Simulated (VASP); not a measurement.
# LiH (a cell with a defect) in VASP: single point with PBEsol

Aim: the single point of LiH (a cell with a defect) with PBEsol.

Program: VASP 6.6.1. These are calculated values, not measurements. Logs are shortened: lines on timing, memory, paths and dates and some standing lists are left out, and cuts for length are marked.

## (1) The cell of the first run

The cell holds a defect, 62 atoms: a = 7.960 Å, b = 7.960 Å, c = 7.960 Å, α = 90.00°, β = 90.00°, γ = 90.00°.

## (2) Single point, PBEsol

Input file INCAR:

```
SYSTEM = LiH
PREC     = Accurate       ! precision mode
ENCUT    = 520            ! plane-wave cutoff, eV
EDIFF    = 1E-6           ! SCF threshold, eV
ISMEAR   = -1             ! smearing method
SIGMA    = 0.05           ! smearing width, eV
LREAL    = Auto         
LASPH    = .TRUE.         ! aspherical terms in the spheres
NELM     = 60             ! most SCF steps
ALGO     = Normal         ! electronic algorithm
ISIF     = 2              ! what is computed and relaxed
LWAVE    = .FALSE.        ! write WAVECAR
LCHARG   = .FALSE.        ! write CHGCAR
GGA      = PS             ! functional
NBANDS   = 99             ! bands
ISYM     = 0
```

Input file KPOINTS:

```
Automatic mesh
0
Gamma
  1 1 1
  0.25 0.25 0.25
```

Input file POSCAR:

```
LiH
1.0
    7.9599380000      0.0000000000      0.0000000000
    0.0000000000      7.9599380000      0.0000000000
    0.0000000000      0.0000000000      7.9599380000
H Li
31 31
Direct
    0.2505250000      0.0003940000      0.9997870000
    0.2507260000      0.0019660000      0.4997780000
    0.2506400000      0.5005190000      0.0013610000
    0.7506010000      0.0004310000      0.9998490000
    0.7506300000      0.0004120000      0.4994130000
    0.7506390000      0.5001030000      0.9999070000
    0.7521750000      0.5005690000      0.4998540000
    0.0019210000      0.2514520000      0.9830100000
    0.0046460000      0.2544200000      0.5128560000
    0.0016560000      0.7481860000      0.9970810000
    0.0059230000      0.7451660000      0.5018600000
    0.4983170000      0.2513870000      0.9971390000
    0.4955890000      0.2558210000      0.5019070000
    0.4992650000      0.7490060000      0.9989120000
    0.4958690000      0.7456840000      0.5003240000
    0.0017500000      0.9836530000      0.2508120000
    0.0016270000      0.9977540000      0.7474350000
    0.0043830000      0.5134760000      0.2536820000
    0.0060470000      0.5025330000      0.7445260000
    0.4981940000      0.9976130000      0.2508240000
    0.4991840000      0.9996050000      0.7483360000
    0.4953040000      0.5024990000      0.2551320000
    0.4962230000      0.5008550000      0.7451890000
    0.2637050000      0.2541530000      0.2536820000
    0.2527700000      0.2559050000      0.7442790000
    0.2526490000      0.7449470000      0.2552320000
    0.2511120000      0.7457090000      0.7450780000
    0.7337930000      0.2514810000      0.2510320000
    0.7480680000      0.2515840000      0.7476540000
    0.7479090000      0.7482970000      0.2507720000
    0.7497960000      0.7491850000      0.7484020000
    0.9996540000      0.0062930000      0.0057340000
    0.9968410000      0.0062180000      0.4934890000
    0.9967000000      0.4941850000      0.0055990000
    0.9800150000      0.4937410000      0.4931360000
    0.5014990000      0.0019970000      0.0015700000
    0.5043130000      0.0023850000      0.4981730000
    0.5043730000      0.4987760000      0.0018130000
    0.5243280000      0.4985970000      0.4980430000
    0.2443330000      0.2464660000      0.0056310000
    0.2439660000      0.2298380000      0.4930720000
    0.2491160000      0.7539400000      0.0018920000
    0.2488320000      0.7740310000      0.4980140000
    0.7566850000      0.2492960000      0.0058980000
    0.7564800000      0.2466270000      0.4934130000
    0.7522140000      0.7513220000      0.0013930000
    0.7528670000      0.7540520000      0.4982420000
    0.2444020000      0.0061420000      0.2459770000
    0.2491480000      0.0026030000      0.7535350000
    0.2438420000      0.4935610000      0.2292030000
    0.2488230000      0.4986030000      0.7733560000
    0.7566170000      0.0062010000      0.2487630000
    0.7521720000      0.0022660000      0.7506140000
    0.7563100000      0.4941510000      0.2459560000
    0.7528240000      0.4988770000      0.7534890000
    0.0012140000      0.2510430000      0.7482250000
    0.0012190000      0.7488810000      0.2503780000
    0.0012020000      0.7498640000      0.7491520000
    0.4991160000      0.2509010000      0.2504060000
    0.5000620000      0.2510920000      0.7490790000
    0.4998980000      0.7496290000      0.2504440000
    0.5002810000      0.7499620000      0.7494360000
```

Potentials or basis: VASP PAW PBE potentials, release 64 (H, Li_sv).

On the command line:

```bash
cat potpaw_PBE.64/H/POTCAR potpaw_PBE.64/Li_sv/POTCAR > POTCAR
mpirun -np 1 vasp_std > vasp.out
```

OUTCAR:

```text
SYSTEM = LiH
   PREC = Accurate
   ENCUT = 520
   EDIFF = 1E-6
   ISMEAR = -1
   LREAL = Auto
   LASPH = .TRUE.
   NELM = 60
   ISIF = 2
   GGA = PS
   ISYM = 0

 ion  position               nearest neighbor table
   1  0.251  0.000  1.000-
   2  0.251  0.002  0.500-
   3  0.251  0.501  0.001-
   4  0.751  0.000  1.000-
   5  0.751  0.000  0.499-
   6  0.751  0.500  1.000-
[... 54 lines left out ...]
  61  0.500  0.750  0.250-
  62  0.500  0.750  0.749-

IMPORTANT INFORMATION: All symmetrisations will be switched off!
NOSYMM: (Re-)initialisation of all symmetry stuff for point group C_1.

----------------------------------------------------------------------------------------

                                     Primitive cell

  volume of cell :     504.3466

  direct lattice vectors                    reciprocal lattice vectors
     7.959938000  0.000000000  0.000000000     0.125629119  0.000000000  0.000000000
     0.000000000  7.959938000  0.000000000     0.000000000  0.125629119  0.000000000
     0.000000000  0.000000000  7.959938000     0.000000000  0.000000000  0.125629119

  length of vectors
     7.959938000  7.959938000  7.959938000     0.125629119  0.125629119  0.125629119

  position of ions in fractional coordinates (direct lattice)
     0.250525000  0.000394000  0.999787000
     0.250726000  0.001966000  0.499778000
     0.250640000  0.500519000  0.001361000
     0.750601000  0.000431000  0.999849000
     0.750630000  0.000412000  0.499413000
     0.750639000  0.500103000  0.999907000
[... 54 lines left out ...]
     0.499898000  0.749629000  0.250444000
     0.500281000  0.749962000  0.749436000

  ion indices of the primitive-cell ions
   primitive index   ion index
                 1           1
                 2           2
                 3           3
                 4           4
                 5           5
                 6           6
[... 54 lines left out ...]
                61          61
                62          62

----------------------------------------------------------------------------------------

 KPOINTS: Automatic mesh

Automatic generation of k-mesh.
 Grid dimensions read from file:
[... 40 lines left out ...]
   LSORBIT =      F    spin-orbit coupling
   LASPH  =      T    aspherical Exc in radial PAW
   ENCUT  =  520.0 eV  38.22 Ry    6.18 a.u.  14.80 14.80 14.80*2*pi/ulx,y,z
   NELM   =     60;   NELMIN=  2; NELMDL= -5     # of ELM steps
   EDIFF  = 0.1E-05   stopping-criterion for ELM
   LREAL  =      T    real-space projection
   EDIFFG = 0.1E-04   stopping-criterion for IOM
   NSW    =      0    number of steps for IOM
   IBRION =     -1    ionic relax: 0-MD 1-quasi-New 2-CG
   NFREE  =      0    steps in history (QN), initial steepest desc. (CG)
   ISIF   =      2    stress and relaxation
   ISYM   =      0    0-nonsym 1-usesym 2-fastsym
   POTIM  = 0.5000    time-step for ionic-motion
   TEBEG  =    0.0;   TEEND  =   0.0 temperature during run
   PSTRESS=    0.0 pullay stress
   NELECT =     124.0000    total number of electrons
   NUPDOWN=      -1.0000    fix difference up-down
   EMIN   =  10.00;   EMAX   =-10.00  energy-range for DOS
   EFERMI =   0.00;   METHOD = LEGACY
   ISMEAR =    -1;   SIGMA  =   0.05  broadening in eV -4-tet -1-fermi 0-gaus
   EFERMI_NEDOS =   21; number of points for ismear=-14 and -15
   IALGO  =     38    algorithm
   IMIX   =      4    mixing-type and parameters
     AMIX     =   0.40;   BMIX     =  1.00
     AMIX_MAG =   1.60;   BMIX_MAG =  1.00
  volume/ion in A,a.u.               =       8.13        54.90
  Fermi-wavevector in a.u.,A,eV,Ry     =   1.025587  1.938078 14.310989  1.051828
  Thomas-Fermi vector in A             =   2.159435
   LORBIT       =      0    0 simple, 1 ext, 2 COOP (PROOUT), +10 PAW based schemes
   GGA     = PS    functional components
   LHFCALC =     F    Hartree Fock is set to
   AEXX    =    0.0000 exact exchange contribution
   IVDW    =     0    specifies the selected vdW correction
   LEPSILON=     F    determine dielectric tensor
   LRPA    =     F    only Hartree local field effects (RPA)
 non-spin polarized calculation
  energy-cutoff  :      520.00
  volume of cell :      504.35
 maximum number of plane-waves:     13577
   NGX = 29   NGY = 29   NGZ = 29

 number of electron     123.9999945 magnetization

 Free energy of the ion-electron system (eV)
  ---------------------------------------------------
  ext. energy  EPLUGINS =         0.00000000
  ---------------------------------------------------
  free energy    TOTEN  =      -188.16748296 eV

  energy without entropy =     -188.16748296  energy(sigma->0) =     -188.16748296

 E-fermi :   0.9966     XC(G=0):  -8.5404

 val. band max:       -0.3058707521   @ k =  -0.2500   0.2500   0.2500
 cond. band min:       2.3858163235   @ k =  -0.2500  -0.2500   0.2500
 fundamental gap:      2.6916870756
 Fermi energy:         0.9966488207

 k-point     1 :       0.2500    0.2500    0.2500
  band No.  band energies     occupation
      1     -43.8847      2.00000
      2     -43.8799      2.00000
      3     -43.8790      2.00000
      4     -43.7280      2.00000
      5     -43.7207      2.00000
      6     -43.7202      2.00000
[... 297 lines left out ...]
     73       5.0894      0.00000
     74       5.1535      0.00000
 [bands above 74 left out]

------------------------ aborting loop because EDIFF is reached ----------------------------------------

  FORCE on cell =-STRESS in cart. coord.  units (eV):
  Direction    XX          YY          ZZ          XY          YZ          ZX
  --------------------------------------------------------------------------------------
  -------------------------------------------------------------------------------------
  Total       -0.2507792     -0.2624940     -0.2561164      0.2248829      0.2347094      0.2295706
  in kB       -0.7966601     -0.8338749     -0.8136149      0.7143943      0.7456105      0.7292860
  external PRESSURE =      -0.8147167 kB  Pullay stress =       0.0000000 kB

 VOLUME and BASIS-vectors are now :
 -----------------------------------------------------------------------------
  energy-cutoff  :      520.00
  volume of cell :      504.35
      direct lattice vectors                 reciprocal lattice vectors
     7.959938000  0.000000000  0.000000000     0.125629119  0.000000000  0.000000000
     0.000000000  7.959938000  0.000000000     0.000000000  0.125629119  0.000000000
     0.000000000  0.000000000  7.959938000     0.000000000  0.000000000  0.125629119

 POSITION                                       TOTAL-FORCE (eV/Angst)
 -----------------------------------------------------------------------------------
      1.99416      0.00314      7.95824        -0.000908     -0.004879     -0.003742
      1.99576      0.01565      3.97820         0.001252     -0.013271      0.003092
      1.99508      3.98410      0.01083         0.002836      0.000397     -0.014527
      5.97474      0.00343      7.95874        -0.004283     -0.005039     -0.006055
      5.97497      0.00328      3.97530        -0.003286     -0.003148      0.004289
      5.97504      3.98079      7.95920        -0.003574      0.003105     -0.005709
[... 54 lines left out ...]
      3.97916      5.96700      1.99352        -0.000758     -0.001820      0.002066
      3.98221      5.96965      5.96546        -0.002041     -0.001031     -0.005427
 -----------------------------------------------------------------------------------
    total drift:                               -0.004035     -0.007624     -0.013636

  FREE ENERGIE OF THE ION-ELECTRON SYSTEM (eV)
  ---------------------------------------------------
  free  energy   TOTEN  =      -188.1674829621 eV

  energy  without entropy=     -188.1674829621  energy(sigma->0) =     -188.16748296
```

Wall time 6.5 min (1 thread of Intel Xeon Platinum 8488C (Sapphire Rapids), shared host); peak memory 0.54 GiB.

Results:

```
Free energy            : -188.1675 eV
Largest force          : 0.024 eV/Å
Band gap on the k mesh : 2.69 eV
```

Forces on the atoms (eV/Å):
```
H   -0.001 -0.005 -0.004
H    0.001 -0.013  0.003
H    0.003  0.000 -0.015
H   -0.004 -0.005 -0.006
H   -0.003 -0.003  0.004
H   -0.004  0.003 -0.006
H   -0.012  0.001  0.002
H   -0.006 -0.002  0.005
H    0.012  0.013 -0.011
H    0.002  0.004  0.000
H   -0.005 -0.001 -0.001
H    0.006  0.003  0.000
H   -0.004 -0.007 -0.002
H    0.000  0.000  0.002
H    0.000 -0.002  0.006
H   -0.003  0.004 -0.002
H    0.003  0.001  0.006
H    0.015 -0.010  0.014
H   -0.008 -0.001 -0.001
H    0.007  0.001  0.003
H    0.002  0.001  0.002
H    0.000 -0.003 -0.005
H   -0.005  0.008 -0.002
H   -0.010  0.016  0.014
H   -0.001 -0.007  0.002
H   -0.001  0.001 -0.007
H    0.007 -0.002 -0.001
H    0.006 -0.003 -0.006
H   -0.001  0.000  0.002
H    0.000  0.002  0.003
H    0.001 -0.002  0.001
Li  -0.006 -0.004 -0.005
Li   0.000  0.010 -0.006
Li   0.002 -0.006  0.008
Li   0.012 -0.005 -0.005
Li   0.006  0.001 -0.002
Li  -0.001  0.007 -0.002
Li  -0.004 -0.001  0.005
Li  -0.008  0.005  0.005
Li  -0.003  0.004  0.007
Li  -0.003  0.010 -0.005
Li  -0.004  0.002  0.005
Li   0.005 -0.008  0.007
Li  -0.007 -0.005 -0.005
Li   0.009 -0.002 -0.004
Li   0.001  0.006  0.002
Li   0.002  0.001 -0.003
Li  -0.005  0.007 -0.001
Li  -0.003  0.004 -0.002
Li  -0.006 -0.003  0.010
Li   0.008  0.007 -0.004
Li  -0.006 -0.002 -0.008
Li   0.001 -0.004  0.006
Li   0.009 -0.005  0.000
Li   0.004 -0.001  0.001
Li   0.001 -0.001 -0.001
Li   0.000 -0.002  0.000
Li   0.002 -0.002 -0.001
Li  -0.003  0.001  0.000
Li  -0.002  0.000  0.000
Li  -0.001 -0.002  0.002
Li  -0.002 -0.001 -0.005
```

Levels at points of the mesh, in eV from the valence-band top:
```tsv
k point	band 59	band 60	band 61	band 62	band 63	band 64	band 65	band 66
(0.25, 0.25, 0.25)	-0.34	-0.32	0.00	0.00	2.70	4.47	4.47	4.70
```

Caveat: the k points lie up to 0.79 Å⁻¹ apart; the cutoff is under 1.25 times the usual one of these potentials, so pressure, stress and relaxed cells hold a basis-set (Pulay) error; the PAW data sets were made with another functional, which shifts forces and pressure a little.
